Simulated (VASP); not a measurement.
# Br (P1) in VASP: further runs

The runs below take Br through single point, with PBEsol.

Program: VASP 6.6.1. These are calculated values, not measurements. Logs are shortened: lines on timing, memory, paths and dates and some standing lists are left out, and cuts for length are marked.

## (1) The cell of the first run

The typed cell holds 18 atoms: a = 8.072 Å, b = 8.397 Å, c = 8.397 Å, α = 90.00°, β = 110.29°, γ = 110.29°.

## (2) Single point, PBEsol

Input file INCAR:

```
SYSTEM = Br
  PREC = Accurate
  ENCUT = 520
  EDIFF = 1E-6
  ISMEAR = -1
  SIGMA = 0.05
  LREAL = Auto
  LASPH = .True.
  NELM = 60
  ALGO = Normal
  ISIF = 2
  LWAVE = .False.
  LCHARG = .False.
  GGA = PS
  NBANDS = 78
```

Input file KPOINTS:

```
Automatic mesh
0
Gamma
  2 2 2
  0.5 0.5 0.5
```

Input file POSCAR:

```
Br
1.0
   -2.7990710000      2.7990710000     -7.0346210000
    8.3972130000      0.0000000000      0.0000000000
    0.0000000000     -8.3972130000      0.0000000000
Br
18
Direct
    0.5258280439      0.0075257146      0.6804913760
    0.0179814947      0.0125848279      0.6434433044
    0.4957129887      0.3473704729      0.6943228487
   -0.0362119011      0.3114760002      0.6446601173
    0.5101050931      0.6930641599      0.7070324848
    0.0316257265      0.6642418924      0.6904058113
    0.5325982736      0.0094659243      0.3667417252
   -0.0283153847     -0.0143278219      0.3129833943
    0.4932161946      0.3434358694      0.2826200963
   -0.0162716655      0.3491080258      0.3337400698
    0.4937428754      0.6780135700      0.3496222335
    0.0187968904      0.6890980175      0.3669194566
    0.5039360329     -0.0098817625      0.0152949241
   -0.0026335463      0.0169371096     -0.0277795124
    0.5200182071      0.3490114974     -0.0152485256
   -0.0208946580      0.3091227254     -0.0091838365
    0.4713243258      0.6501898013     -0.0057717660
    0.0206655056      0.6578849694      0.0172165714
```

Potentials or basis: VASP PAW PBE potentials, release 64 (Br).

Command:

```
$ cat potpaw_PBE.64/Br/POTCAR > POTCAR
$ mpirun -np 1 vasp_std > vasp.out
```

OUTCAR:

```text
SYSTEM = Br
   PREC = Accurate
   ENCUT = 520
   EDIFF = 1E-6
   ISMEAR = -1
   LREAL = Auto
   LASPH = .True.
   NELM = 60
   ISIF = 2
   GGA = PS

 ion  position               nearest neighbor table
   1  0.526  0.008  0.680-   5 2.61   7 2.65
   2  0.018  0.013  0.643-   8 2.67   4 2.69
   3  0.496  0.347  0.694-  15 2.38
   4  0.964  0.311  0.645-  10 2.68   2 2.69
   5  0.510  0.693  0.707-  17 2.55   1 2.61
   6  0.032  0.664  0.690-  12 2.69  18 2.78
   7  0.533  0.009  0.367-   1 2.65  11 2.69
   8  0.972  0.986  0.313-  12 2.66   2 2.67
   9  0.493  0.343  0.283-  15 2.58
  10  0.984  0.349  0.334-   4 2.68  12 2.77
  11  0.494  0.678  0.350-   7 2.69
  12  0.019  0.689  0.367-   8 2.66   6 2.69  10 2.77
  13  0.504  0.990  0.015-  17 2.77
  14  0.997  0.017  0.972-  16 2.52
  15  0.520  0.349  0.985-   3 2.38   9 2.58  17 2.70
  16  0.979  0.309  0.991-  14 2.52
  17  0.471  0.650  0.994-   5 2.55  15 2.70  13 2.77
  18  0.021  0.658  0.017-   6 2.78

  LATTYP: Found a base centered monoclinic cell.
 ALAT       =    11.8754525107
 B/A-ratio  =     1.0000000000
 C/A-ratio  =     0.6797126285
 COS(beta)  =    -0.4904033254

  Lattice vectors:

 A1 = (   8.3972130000,   0.0000000000,   0.0000000000)
 A2 = (   0.0000000000,  -8.3972130000,   0.0000000000)
 A3 = (  -2.7990710000,   2.7990710000,  -7.0346210000)

Analysis of symmetry for initial positions (statically):
=====================================================================
 Subroutine PRICEL returns:
 Original cell was already a primitive cell.

 Routine SETGRP: Setting up the symmetry group for a
 base centered monoclinic supercell.

 Subroutine GETGRP returns: Found  1 space group operations
 (whereof  1 operations were pure point group operations)
 out of a pool of  4 trial point group operations.

The static configuration has the point symmetry C_1 .

Analysis of symmetry for dynamics (positions and initial velocities):
=====================================================================
 Subroutine PRICEL returns:
 Original cell was already a primitive cell.

 Routine SETGRP: Setting up the symmetry group for a
 base centered monoclinic supercell.

 Subroutine GETGRP returns: Found  1 space group operations
 (whereof  1 operations were pure point group operations)
 out of a pool of  4 trial point group operations.

The dynamic configuration has the point symmetry C_1 .

 Subroutine INISYM returns: Found  1 space group operations
 (whereof  1 operations are pure point group operations),
 and found     1 'primitive' translations

----------------------------------------------------------------------------------------

                                     Primitive cell

  volume of cell :     496.0335

  direct lattice vectors                    reciprocal lattice vectors
    -2.799071000  2.799071000 -7.034621000     0.000000000  0.000000000 -0.142154069
     8.397213000  0.000000000  0.000000000     0.119087130  0.000000000 -0.047384690
     0.000000000 -8.397213000  0.000000000     0.000000000 -0.119087130 -0.047384690

  length of vectors
     8.071895040  8.397213000  8.397213000     0.142154069  0.128168067  0.128168067

  position of ions in fractional coordinates (direct lattice)
     0.525828044  0.007525715  0.680491376
     0.017981495  0.012584828  0.643443304
     0.495712989  0.347370473  0.694322849
     0.963788099  0.311476000  0.644660117
     0.510105093  0.693064160  0.707032485
     0.031625727  0.664241892  0.690405811
[... 10 lines left out ...]
     0.471324326  0.650189801  0.994228234
     0.020665506  0.657884969  0.017216571

  ion indices of the primitive-cell ions
   primitive index   ion index
                 1           1
                 2           2
                 3           3
                 4           4
                 5           5
                 6           6
[... 10 lines left out ...]
                17          17
                18          18

----------------------------------------------------------------------------------------

 KPOINTS: Automatic mesh

Automatic generation of k-mesh.
 Grid dimensions read from file:
 generate k-points for:    2    2    2

 Generating k-lattice:

  Cartesian coordinates                     Fractional coordinates (reciprocal lattice)
     0.000000000  0.000000000 -0.071077035     0.500000000  0.000000000  0.000000000
     0.059543565  0.000000000 -0.023692345    -0.000000000  0.500000000  0.000000000
     0.000000000 -0.059543565 -0.023692345    -0.000000000  0.000000000  0.500000000

  Length of vectors
     0.071077035  0.064084034  0.064084034

  Shift w.r.t. Gamma in fractional coordinates (k-lattice)
     0.500000000  0.500000000  0.500000000

 Subroutine IBZKPT returns following result:
 ===========================================

 Found      4 irreducible k-points:

 Following reciprocal coordinates:
            Coordinates               Weight
  0.250000  0.250000  0.250000      2.000000
 -0.250000  0.250000  0.250000      2.000000
  0.250000 -0.250000  0.250000      2.000000
 -0.250000 -0.250000  0.250000      2.000000
   k-points           NKPTS =      4   k-points in BZ     NKDIM =      4   number of bands    NBANDS=     78
   number of dos      NEDOS =    301   number of ions     NIONS =     18
   total plane-waves  NPLWV = 245760
   dimension x,y,z NGX =    60 NGY =   64 NGZ =   64
   dimension x,y,z NGXF=   120 NGYF=  128 NGZF=  128
   ions per type =              18
   NGX,Y,Z   is equivalent  to a cutoff of  12.36, 12.67, 12.67 a.u.
   NGXF,Y,Z  is equivalent  to a cutoff of  24.71, 25.34, 25.34 a.u.
 SYSTEM =  Br
   PREC   = accura    normal or accurate (medium, high low for compatibility)
   ISTART =      0    job   : 0-new  1-cont  2-samecut
   ICHARG =      2    charge: 1-file 2-atom 10-const
   ISPIN  =      1    spin polarized calculation?
   LNONCOLLINEAR =      F non collinear calculations
   LSORBIT =      F    spin-orbit coupling
   LASPH  =      T    aspherical Exc in radial PAW
   ENCUT  =  520.0 eV  38.22 Ry    6.18 a.u.  15.01 15.61 15.61*2*pi/ulx,y,z
   NELM   =     60;   NELMIN=  2; NELMDL= -5     # of ELM steps
   EDIFF  = 0.1E-05   stopping-criterion for ELM
   LREAL  =      T    real-space projection
   EDIFFG = 0.1E-04   stopping-criterion for IOM
   NSW    =      0    number of steps for IOM
   IBRION =     -1    ionic relax: 0-MD 1-quasi-New 2-CG
   NFREE  =      0    steps in history (QN), initial steepest desc. (CG)
   ISIF   =      2    stress and relaxation
   ISYM   =      2    0-nonsym 1-usesym 2-fastsym
   POTIM  = 0.5000    time-step for ionic-motion
   TEBEG  =    0.0;   TEEND  =   0.0 temperature during run
   PSTRESS=    0.0 pullay stress
   NELECT =     126.0000    total number of electrons
   NUPDOWN=      -1.0000    fix difference up-down
   EMIN   =  10.00;   EMAX   =-10.00  energy-range for DOS
   EFERMI =   0.00;   METHOD = LEGACY
   ISMEAR =    -1;   SIGMA  =   0.05  broadening in eV -4-tet -1-fermi 0-gaus
   EFERMI_NEDOS =   21; number of points for ismear=-14 and -15
   IALGO  =     38    algorithm
   IMIX   =      4    mixing-type and parameters
     AMIX     =   0.40;   BMIX     =  1.00
     AMIX_MAG =   1.60;   BMIX_MAG =  1.00
  volume/ion in A,a.u.               =      27.56       185.97
  Fermi-wavevector in a.u.,A,eV,Ry     =   1.036799  1.959266 14.625619  1.074953
  Thomas-Fermi vector in A             =   2.171207
   LORBIT       =      0    0 simple, 1 ext, 2 COOP (PROOUT), +10 PAW based schemes
   GGA     = PS    functional components
   LHFCALC =     F    Hartree Fock is set to
   AEXX    =    0.0000 exact exchange contribution
   IVDW    =     0    specifies the selected vdW correction
   LEPSILON=     F    determine dielectric tensor
   LRPA    =     F    only Hartree local field effects (RPA)
 non-spin polarized calculation
  energy-cutoff  :      520.00
  volume of cell :      496.03
 maximum number of plane-waves:     13371
   NGX = 29   NGY = 31   NGZ = 31

 number of electron     126.0000007 magnetization

 Free energy of the ion-electron system (eV)
  ---------------------------------------------------
  ext. energy  EPLUGINS =         0.00000000
  ---------------------------------------------------
  free energy    TOTEN  =       -28.92063952 eV

  energy without entropy =      -28.76479120  energy(sigma->0) =      -28.84271536

 E-fermi :   2.2472     XC(G=0):  -9.0454

 val. band max:        2.2373369666   @ k =  -0.2500  -0.2500   0.2500
 cond. band min:       2.2633225165   @ k =   0.2500  -0.2500   0.2500
 fundamental gap:      0.0259855498
 Fermi energy:         2.2472306109

 k-point     1 :       0.2500    0.2500    0.2500
  band No.  band energies     occupation
      1     -15.1378      2.00000
      2     -14.5605      2.00000
      3     -14.4156      2.00000
      4     -14.0940      2.00000
      5     -13.9082      2.00000
      6     -13.6660      2.00000
[... 67 lines left out ...]
     74       7.9994      0.00000
     75       8.1744      0.00000

 k-point     2 :      -0.2500    0.2500    0.2500
  band No.  band energies     occupation
      1     -15.1500      2.00000
      2     -14.5778      2.00000
      3     -14.3528      2.00000
      4     -14.1073      2.00000
      5     -13.8907      2.00000
      6     -13.7006      2.00000
[... 67 lines left out ...]
     74       8.0965      0.00000
     75       8.1224      0.00000

 k-point     3 :       0.2500   -0.2500    0.2500
  band No.  band energies     occupation
      1     -15.1419      2.00000
      2     -14.5806      2.00000
      3     -14.3824      2.00000
      4     -14.1164      2.00000
      5     -13.8560      2.00000
      6     -13.6536      2.00000
[... 67 lines left out ...]
     74       8.0242      0.00000
     75       8.0803      0.00000

 k-point     4 :      -0.2500   -0.2500    0.2500
  band No.  band energies     occupation
      1     -15.1416      2.00000
      2     -14.5717      2.00000
      3     -14.4020      2.00000
      4     -14.1106      2.00000
      5     -13.8281      2.00000
      6     -13.6870      2.00000
[... 67 lines left out ...]
     74       8.0212      0.00000
     75       8.0659      0.00000
 [bands above 75 left out]

------------------------ aborting loop because EDIFF is reached ----------------------------------------

  FORCE on cell =-STRESS in cart. coord.  units (eV):
  Direction    XX          YY          ZZ          XY          YZ          ZX
  --------------------------------------------------------------------------------------
  -------------------------------------------------------------------------------------
  Total       18.8209908      5.9139802      1.9295864      0.1403433      0.2214442      0.2819021
  in kB       60.7913828     19.1020250      6.2325212      0.4533056      0.7152598      0.9105375
  external PRESSURE =      28.7086430 kB  Pullay stress =       0.0000000 kB

 VOLUME and BASIS-vectors are now :
 -----------------------------------------------------------------------------
  energy-cutoff  :      520.00
  volume of cell :      496.03
      direct lattice vectors                 reciprocal lattice vectors
    -2.799071000  2.799071000 -7.034621000     0.000000000  0.000000000 -0.142154069
     8.397213000  0.000000000  0.000000000     0.119087130  0.000000000 -0.047384690
     0.000000000 -8.397213000  0.000000000     0.000000000 -0.119087130 -0.047384690

 POSITION                                       TOTAL-FORCE (eV/Angst)
 -----------------------------------------------------------------------------------
     -1.40864     -4.24240     -3.69900         0.449447     -0.224452      0.095751
      0.05535     -5.35280     -0.12649        -0.357957     -0.375934      0.192734
      1.52941     -4.44284     -3.48715        -0.137122      0.772424     -0.176909
     -0.08218     -2.71564     -6.77988         0.316963     -0.073330     -0.304355
      4.39199     -4.50928     -3.58840        -0.574817      0.310979      0.179992
      5.48926     -5.70896     -0.22247         0.391773      0.020067      0.209784
[... 10 lines left out ...]
      4.14051     -7.02948     -3.31559         0.669543     -0.176989     -0.141951
      5.46656     -0.08673     -0.14537         0.146735      0.230550      0.142679
 -----------------------------------------------------------------------------------
    total drift:                               -0.002167     -0.011029     -0.006282

  FREE ENERGIE OF THE ION-ELECTRON SYSTEM (eV)
  ---------------------------------------------------
  free  energy   TOTEN  =       -28.9206395239 eV

  energy  without entropy=      -28.7647911992  energy(sigma->0) =      -28.84271536
```

Run time: 10 min. Hardware: 1 thread of Oxide Virtual Turin-like, shared host; peak memory 0.53 GiB.

What came out:

* Free energy: -28.9206 eV
* Pressure: 2.9 GPa
* Largest force: 1.019 eV/Å

Forces in eV/Å, atoms in the order of the input:
```
Br   0.449 -0.224  0.096
Br  -0.358 -0.376  0.193
Br  -0.137  0.772 -0.177
Br   0.317 -0.073 -0.304
Br  -0.575  0.311  0.180
Br   0.392  0.020  0.210
Br   0.099  0.383  0.335
Br   0.562  0.138 -0.245
Br  -0.012 -0.646 -0.144
Br  -0.378  0.137 -0.007
Br  -0.252  0.049 -0.111
Br  -0.496  0.125  0.073
Br   0.499  0.078 -0.084
Br  -0.280 -0.217 -0.038
Br  -0.888 -0.423  0.267
Br   0.240 -0.107 -0.244
Br   0.670 -0.177 -0.142
Br   0.147  0.231  0.143
```

Caveat: the k points lie up to 0.45 Å⁻¹ apart; the atoms stand as in a frame of molecular dynamics; the PAW data sets were made with another functional, which shifts forces and pressure a little.

## (3) Single point, PBEsol

Input file INCAR:

```
PREC = Accurate
ENCUT = 520
EDIFF = 1E-6
ISMEAR = -1
SIGMA = 0.05
LREAL = Auto
LASPH = T
NELM = 80
ALGO = Normal
ISIF = 2
LWAVE = F
LCHARG = F
GGA = PS
NBANDS = 78
```

KPOINTS is that of step 2.

Input file POSCAR:

```
Br
1.0
   -2.8147530000      2.8147530000     -7.0740340000
    8.4442600000      0.0000000000      0.0000000000
    0.0000000000     -8.4442600000      0.0000000000
Br
18
Direct
    0.5118089622      0.0100113937      0.6869758643
    0.0282650606      0.0049307061      0.6566240457
    0.5063016378      0.3422180338      0.6822468818
   -0.0479502926      0.2988703297      0.6417825564
    0.4962745443      0.6694052839      0.7025127439
    0.0480491047      0.6651170572      0.7079120446
    0.5511624626     -0.0018973604      0.3780406093
   -0.0366037257      0.0010256142      0.3137799586
    0.4979936483      0.3542335404      0.2899553206
   -0.0194101414      0.3543459399      0.3238175099
    0.4919583366      0.6759911708      0.3424782283
    0.0270414307      0.6882559216      0.3753026255
    0.4943248788     -0.0146731110      0.0204494456
    0.0011929544      0.0159694126     -0.0199118843
    0.5178179805      0.3427352680     -0.0128893812
   -0.0297258961      0.3221274504     -0.0097540880
    0.4626915845      0.6572961426     -0.0229596761
    0.0095241273      0.6329889257      0.0110150642
```

Potentials or basis: VASP PAW PBE potentials, release 64 (Br).

Command:

```
$ cat potpaw_PBE.64/Br/POTCAR > POTCAR
$ mpirun -np 1 vasp_std > vasp.out
```

It took 12 min on 1 thread of Oxide Virtual Turin-like, shared host; peak memory 0.53 GiB.

Results (log left out):

```yaml
Free_energy: -28.9273 eV
Pressure: 2.0 GPa
Largest_force: 0.749 eV/Å
Band_gap_on_the_k_mesh: 0.03 eV (least direct gap 0.05 eV)
```

Forces on the atoms (eV/Å):
```
Br  -0.227 -0.399  0.017
Br   0.009 -0.089  0.330
Br  -0.190 -0.113 -0.088
Br   0.460 -0.082 -0.376
Br   0.144  0.345  0.125
Br   0.253  0.509  0.487
Br   0.011  0.240  0.507
Br   0.022  0.036 -0.493
Br  -0.092 -0.256 -0.055
Br  -0.270 -0.572 -0.029
Br  -0.191  0.141 -0.199
Br  -0.258  0.216  0.160
Br   0.691  0.189 -0.122
Br  -0.110 -0.228  0.097
Br  -0.285  0.063  0.205
Br  -0.458  0.397 -0.306
Br  -0.056 -0.236 -0.298
Br   0.548 -0.160  0.039
```

Stress tensor (GPa, compression positive):
```
 4.68 -0.28  0.14
-0.28  0.66  0.06
 0.14  0.06  0.71
```

Levels at points of the mesh, in eV from the valence-band top:
```
           k point  band 61  band 62  band 63  band 64  band 65  band 66
(0.25, 0.25, 0.25)    -0.30    -0.08    -0.05     0.03     0.26     0.39
```

Caveat: the atoms stand as in a frame of molecular dynamics; the PAW data sets were made with another functional, which shifts forces and pressure a little; a shifted mesh leaves out Γ, where band edges can lie.
